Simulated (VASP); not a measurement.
# Li (a cell with a defect) in VASP: notebook, part 2 of 2

VASP 6.6.1. The steps go on from the part before.

## 4. Single point, PBE+D3(BJ)

Input file INCAR:

```
SYSTEM = Li
  PREC = Accurate
  ENCUT = 520
  EDIFF = 1E-7
  ISMEAR = 0
  SIGMA = 0.1
  LREAL = Auto
  LASPH = .TRUE.
  NELM = 100
  ALGO = Normal
  ISIF = 2
  LWAVE = .FALSE.
  LCHARG = .FALSE.
  GGA = PE
  IVDW = 12
  NBANDS = 44
```

Input file KPOINTS:

```
regular mesh
0
G
  4 4 4
  0 0 0
```

Input file POSCAR:

```
Li
1.0
    6.2654480337      2.0884826779      4.1769653558
   -6.2654480337     -2.0884826779      4.1769653558
    2.0884826779     -6.2654480337     -4.1769653558
Li
19
Direct
    0.1505229387      0.0542304474      0.7047534632
    0.6092962913      0.2076317197      0.8041931675
    0.0965614664      0.6948969055      0.8041932154
    0.1923682462      0.3965614648      0.6016645545
    0.3000000463      0.1000000154      0.4000000617
    0.5500000369      0.8500000353      0.8999999952
    0.6407852764      0.5549486535      0.6957338528
    0.7542305075      0.2494770273      0.5037074576
    0.0034385011      0.0051031067     -0.0041932356
    0.2549486551      0.7592147959      0.5141633739
    0.3457695185      0.4505230328      0.2962924742
    0.4592147496      0.1450514066      0.1042660791
    0.7051031668      0.9092963854      0.6016645545
    0.8000000037      0.5999999728      0.4000000617
    0.9076317798      0.3034385953      0.1983353773
    0.3948968353      0.7907036613      0.1983354252
    0.4907036869      0.4923682446      0.9958067749
    0.8450513469      0.9407852508      0.2858366058
    0.9494769676      0.6457694930      0.0952464687
```

Run with:

```
> cat potpaw_PBE.64/Li_sv/POTCAR > POTCAR
> mpirun -np 1 vasp_std > vasp.out
```

Wall time 6.5 min (1 thread of Intel Xeon Platinum 8375C at 2.90GHz (Ice Lake), shared host); peak memory 0.53 GiB.

It converged, with:

| Item | Value |
| --- | --- |
| Free energy | -38.9147 eV |
| Largest force | 0.012 eV/Å |
| Dispersion energy per atom | -0.178 eV |

Forces on the atoms (eV/Å):
```
Li   0.003  0.011  0.000
Li   0.006 -0.003  0.005
Li   0.006 -0.003 -0.005
Li  -0.003 -0.006 -0.005
Li   0.000  0.000  0.000
Li   0.000  0.000  0.000
Li  -0.003  0.005  0.000
Li  -0.011  0.003  0.000
Li  -0.006  0.003  0.005
Li  -0.005 -0.003  0.000
Li   0.011 -0.003  0.000
Li   0.003 -0.005  0.000
Li  -0.003 -0.006  0.005
Li   0.000  0.000  0.000
Li   0.003  0.006  0.005
Li   0.003  0.006 -0.005
Li  -0.006  0.003 -0.005
Li   0.005  0.003  0.000
Li  -0.003 -0.011  0.000
```

Levels at points of the mesh, in eV from the Fermi level:
```csv
k point,band 27,band 28,band 29,band 30,band 31,band 32
"(0.00, 0.00, 0.00)",-0.97,-0.94,-0.76,-0.76,-0.63,-0.62
"(0.50, 0.00, 0.00)",-0.41,0.13,0.34,0.52,0.62,0.78
"(0.50, 0.50, 0.00)",-0.53,-0.48,-0.33,-0.01,0.17,0.92
"(0.50, 0.50, 0.50)",0.15,0.15,0.15,0.27,0.46,0.46
```

Caveat: the cutoff is under 1.25 times the usual one of these potentials, so pressure, stress and relaxed cells hold a basis-set (Pulay) error.

## 5. Single point, PBE+D3(BJ)

Input file INCAR:

```
SYSTEM = Li
ALGO = Normal ; EDIFF = 1E-6
ENCUT = 520 ; GGA = PE
ISIF = 2 ; ISMEAR = 0
IVDW = 12 ; LASPH = .TRUE.
LCHARG = .FALSE. ; LREAL = Auto
LWAVE = .FALSE. ; NBANDS = 44
NELM = 100 ; PREC = Accurate
SIGMA = 0.1
```

Input file KPOINTS:

```
k-points
0
G
  4 4 4
  0 0 0
```

Input file POSCAR:

```
Li
1.0
    6.2654480337      2.0884826779      4.1769653558
   -6.2654480337     -2.0884826779      4.1769653558
    2.0884826779     -6.2654480337     -4.1769653558
Li
19
Direct
    0.0494769007      0.3457697101      0.8952466878
    0.5907039896      0.1923685335      0.7958068877
    0.1034383250      0.7051028316      0.7958067920
    0.1965616255      0.3948971465      0.6041931367
    0.2923685010      0.0965616580      0.4016645237
    0.5592148129      0.8450513709      0.9042661067
    0.6500000524      0.5499999891      0.6999999643
    0.7407852439      0.2549487509      0.4957339177
    0.0076315452      0.0034383575     -0.0016644620
    0.2505230977      0.7542303638      0.5047533844
    0.3549487184      0.4592148454      0.3141634867
    0.4457697255      0.1505231302      0.0962927785
    0.7092960673      0.9076315883      0.6041931367
    0.8051029428      0.6092960997      0.4016645237
    0.8999999233      0.2999999744      0.1999999830
    0.3999999420      0.8000000037      0.2000000308
    0.4948971140      0.4907040220      0.9983355007
    0.8542302595      0.9494769676      0.3037072353
    0.9450512666      0.6407852525      0.0858365271
```

Potentials or basis: VASP PAW PBE potentials, release 64 (Li_sv).

Run with:

```
> cat potpaw_PBE.64/Li_sv/POTCAR > POTCAR
> mpirun -np 1 vasp_std > vasp.out
```

OUTCAR:

```text
SYSTEM = Li
   EDIFF = 1E-6
   ENCUT = 520
   GGA = PE
   ISIF = 2
   ISMEAR = 0
   IVDW = 12
   LASPH = .TRUE.
   LREAL = Auto
   NELM = 100
   PREC = Accurate
 IVDW          = 12

 ion  position               nearest neighbor table
   1  0.049  0.346  0.895-
   2  0.591  0.192  0.796-
   3  0.103  0.705  0.796-
   4  0.197  0.395  0.604-
   5  0.292  0.097  0.402-
   6  0.559  0.845  0.904-
[... 11 lines left out ...]
  18  0.854  0.949  0.304-
  19  0.945  0.641  0.086-

  LATTYP: Found a body centered tetragonal cell.
 ALAT       =     9.3399784752
 C/A-ratio  =     0.8944271910

  Lattice vectors:

 A1 = (   6.2654480337,   2.0884826779,   4.1769653558)
 A2 = (  -6.2654480337,  -2.0884826779,   4.1769653558)
 A3 = (   2.0884826779,  -6.2654480337,  -4.1769653558)

Analysis of symmetry for initial positions (statically):
=====================================================================
 Subroutine PRICEL returns:
 Original cell was already a primitive cell.

 Routine SETGRP: Setting up the symmetry group for a
 body centered tetragonal supercell.

[... 197 lines left out ...]
 Fermi energy:         0.8014418032

 k-point     1 :       0.0000    0.0000    0.0000
  band No.  band energies     occupation
      1     -45.7643      2.00000
      2     -45.7622      2.00000
      3     -45.7622      2.00000
      4     -45.7621      2.00000
      5     -45.7015      2.00000
      6     -45.6979      2.00000
[... 591 lines left out ...]
     39       3.5827      0.00000
     40       4.0942      0.00000
 [bands above 40 left out]

------------------------ aborting loop because EDIFF is reached ----------------------------------------

 Edisp (eV)   -3.39007

 E8    (eV) :    -1.4094

  FORCE on cell =-STRESS in cart. coord.  units (eV):
  Direction    XX          YY          ZZ          XY          YZ          ZX
  --------------------------------------------------------------------------------------
  -------------------------------------------------------------------------------------
  Total      -0.68931    -0.68931    -0.62675    -0.00000    -0.00000     0.00000
  in kB      -3.03092    -3.03092    -2.75584    -0.00000    -0.00000     0.00000
  external pressure =       -2.94 kB  Pullay stress =        0.00 kB

 VOLUME and BASIS-vectors are now :
 -----------------------------------------------------------------------------
  energy-cutoff  :      520.00
  volume of cell :      364.38
      direct lattice vectors                 reciprocal lattice vectors
     6.265448034  2.088482678  4.176965356     0.095763303 -0.047881652  0.119704129
    -6.265448034 -2.088482678  4.176965356    -0.047881652 -0.095763303  0.119704129
     2.088482678 -6.265448034 -4.176965356     0.047881652 -0.143644955  0.000000000

 POSITION                                       TOTAL-FORCE (eV/Angst)
 -----------------------------------------------------------------------------------
      0.01330     -6.22792     -2.08848        -0.003119     -0.011206     -0.000000
      4.15778     -4.15417     -0.05319        -0.006380      0.002773     -0.004488
     -2.10767     -6.24265      0.05319        -0.006380      0.002773      0.004488
      0.01919     -4.19976     -0.05319         0.006380     -0.002773     -0.004488
      2.06569     -2.10767     -0.05319        -0.002773     -0.006380     -0.004488
      0.09765     -6.26260      2.08848         0.003351     -0.005266     -0.000000
[... 11 lines left out ...]
      0.03752     -2.10178      6.26545        -0.011206      0.003119     -0.000000
      2.08563      0.09765      6.26545         0.005266      0.003351      0.000000
 -----------------------------------------------------------------------------------
    total drift:                                0.004067     -0.000967     -0.002651

  FREE ENERGIE OF THE ION-ELECTRON SYSTEM (eV)
  ---------------------------------------------------
  free  energy   TOTEN  =       -38.9146870676 eV

  energy  without entropy=      -38.8705249386  energy(sigma->0) =      -38.89260600
```

OSZICAR:

```text
N       E                     dE             d eps       ncg     rms          rms(c)
DAV:   1     0.337301194961E+03    0.33730E+03   -0.24640E+04  1232   0.129E+03
DAV:   2     0.559210562342E+02   -0.28138E+03   -0.26580E+03  1248   0.349E+02
DAV:   3    -0.147211984911E+02   -0.70642E+02   -0.68397E+02  2256   0.871E+01
DAV:   4    -0.319565816377E+02   -0.17235E+02   -0.17044E+02  2108   0.673E+01
DAV:   5    -0.357430688167E+02   -0.37865E+01   -0.37843E+01  2328   0.205E+01    0.150E+00
DAV:   6    -0.355658637694E+02    0.17721E+00   -0.10642E+00  1792   0.522E+00    0.728E-01
DAV:   7    -0.355223995956E+02    0.43464E-01   -0.24182E-01  2064   0.156E+00    0.272E-01
DAV:   8    -0.355246719528E+02   -0.22724E-02   -0.38463E-02  1932   0.557E-01    0.168E-01
DAV:   9    -0.355247104473E+02   -0.38494E-04   -0.34196E-03  1968   0.169E-01    0.711E-02
DAV:  10    -0.355246154032E+02    0.95044E-04   -0.48664E-04  1904   0.633E-02    0.126E-02
DAV:  11    -0.355246118838E+02    0.35194E-05   -0.61126E-05  2040   0.252E-02    0.672E-03
DAV:  12    -0.355246124482E+02   -0.56437E-06   -0.43702E-06  1536   0.919E-03
   1 F= -.38914687E+02 E0= -.38892606E+02  d E =-.441621E-01
```

stdout:

```text
POSCAR found type information on POSCAR Li
 POSCAR found :  1 types and      19 ions
 scaLAPACK will be used
 LDA part: xc-table for (Slater+PW92), standard interpolation
 POSCAR, INCAR and KPOINTS ok, starting setup
 FFT: planning ... GRIDC
 FFT: planning ... GRID_SOFT
 FFT: planning ... GRID
 WAVECAR not read
 entering main loop
```

Run time: 4.2 min. Hardware: 1 thread of Intel Xeon Platinum 8375C at 2.90GHz (Ice Lake), shared host; peak memory 0.53 GiB.

Results:

| Quantity | Value |
| --- | --- |
| Free energy | -38.9147 eV |
| Largest force | 0.012 eV/Å |
| Dispersion energy per atom | -0.178 eV |

Forces in eV/Å, atoms in the order of the input:
```
Li  -0.003 -0.011  0.000
Li  -0.006  0.003 -0.004
Li  -0.006  0.003  0.004
Li   0.006 -0.003 -0.004
Li  -0.003 -0.006 -0.004
Li   0.003 -0.005  0.000
Li   0.000  0.000  0.000
Li  -0.003  0.005  0.000
Li   0.003  0.006  0.004
Li   0.003  0.011  0.000
Li  -0.005 -0.003  0.000
Li   0.011 -0.003  0.000
Li   0.006 -0.003  0.004
Li  -0.003 -0.006  0.004
Li   0.000  0.000  0.000
Li   0.000  0.000  0.000
Li   0.003  0.006 -0.004
Li  -0.011  0.003  0.000
Li   0.005  0.003  0.000
```

Levels at points of the mesh, in eV from the Fermi level:
```tsv
k point	band 26	band 27	band 28	band 29	band 30	band 31	band 32	band 33
(0.00, 0.00, 0.00)	-0.98	-0.97	-0.94	-0.76	-0.76	-0.63	-0.62	1.35
(0.50, 0.00, 0.00)	-0.55	-0.41	0.13	0.34	0.52	0.62	0.78	0.85
(0.50, 0.50, 0.00)	-0.59	-0.53	-0.48	-0.33	-0.01	0.17	0.92	0.94
(0.50, 0.50, 0.50)	0.14	0.15	0.15	0.15	0.27	0.46	0.46	0.54
```

Caveat: the cutoff is under 1.25 times the usual one of these potentials, so pressure, stress and relaxed cells hold a basis-set (Pulay) error.
